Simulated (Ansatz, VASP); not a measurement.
## Two plane-wave programs on Mn

POSCAR

```
Mn
1.0
   -1.5300022839      1.5300022839      1.5300022839
    1.5300022839     -1.5300022839      1.5300022839
    1.5300022839      1.5300022839     -1.5300022839
Mn
1
Direct
    0.0000000000      0.0000000000      0.0000000000
```

File INCAR.step1:

```
SYSTEM = Mn
PREC = Accurate ; ENCUT = 600
ISMEAR = 0 ; SIGMA = 0.1
LREAL = .False. ; LASPH = .True.
NELM = 150 ; ISPIN = 2
MAGMOM = 4.15 ; LMAXMIX = 4
GGA = PE ; ALGO = Normal
EDIFF = 1E-4 ; LWAVE = .True.
LCHARG = .False.
```

The input INCAR.step2:

```
SYSTEM = Mn
PREC = Accurate ; ENCUT = 600
EDIFF = 1E-6 ; ISMEAR = 0
SIGMA = 0.1 ; LREAL = .False.
LASPH = .True. ; NELM = 150
ALGO = Normal ; ISIF = 3
LWAVE = .False. ; LCHARG = .False.
ISPIN = 2 ; MAGMOM = 4.15
LORBIT = 11 ; LMAXMIX = 4
METAGGA = R2SCAN ; LMIXTAU = .True.
IBRION = 2 ; NSW = 90
EDIFFG = -0.04 ; ISTART = 1
```

The input KPOINTS:

```
Automatic mesh
0
Gamma
  8 8 8
  0 0 0
```

Input for Ansatz:

```yaml
crystal:
  lattice:
    - [-1.5300022839, 1.5300022839, 1.5300022839]
    - [1.5300022839, -1.5300022839, 1.5300022839]
    - [1.5300022839, 1.5300022839, -1.5300022839]
  atoms:
    - { symbol: Mn, position: [0.0, 0.0, 0.0], spin: 4.15 }
basis:
  ecutwfc: 500
kpoints:
  mp_grid: { grid: [8, 8, 8] }
hamiltonian:
  xc: r2scan
scf:
  occupations: { method: gaussian, width: 0.1 }
  lower_state_search: "off"
output:
  forces: true
  stress: true
  eigenvalues: true
  populations: true
magnetization:
  spin_polarized: true
relax:
  adjacent_minimum: "off"
  f_tol: 0.04
  max_steps: 70
  cell: { stress_tol: 0.4 }
```

Alike in both runs: task relaxation of cell and atoms; functional r2SCAN; k mesh 8 × 8 × 8; occupations gaussian, width 0.1 eV; collinear spin.

|  | VASP | Ansatz |
| --- | --- | --- |
| version | VASP 6.6.1 | Ansatz 0.2.0 |
| potentials or method | VASP PAW PBE potentials, release 64 (Mn_pv), cutoff 600 eV | scalar-relativistic, plane waves, PAW |
| valence electrons in the cell | 13 | 15 |

Ansatz gave:

```
gap on the k mesh at the Fermi level, each at its own relaxed structure (eV) : none
net moment per atom (μB)                                                     : 3.81
size of the moment on the site where the two differ most (μB)                : 3.82
relaxed volume (Å³/atom)                                                     : 15.60
relaxed cell length with the largest relative difference (Å)                 : 2.726
```

Task: What did VASP give for the same quantities?

Result: gap on the k mesh at the Fermi level, each at its own relaxed structure (eV): none; net moment per atom (μB): 3.81; size of the moment on the site where the two differ most (μB): 3.80; relaxed volume (Å³/atom): 15.61; relaxed cell length with the largest relative difference (Å): 2.727.

VASP's potentials were made for PBE, not for r2SCAN. Site moments also hang on the region over which each program counts them. A gap of «none» marks a metal or a gap that the smearing closes. VASP's potentials hold 13 valence electrons a cell and Ansatz's 15, so a difference there can come from the potentials and not from the codes.

The k mesh is coarse, so the values compare programs but aren't converged.
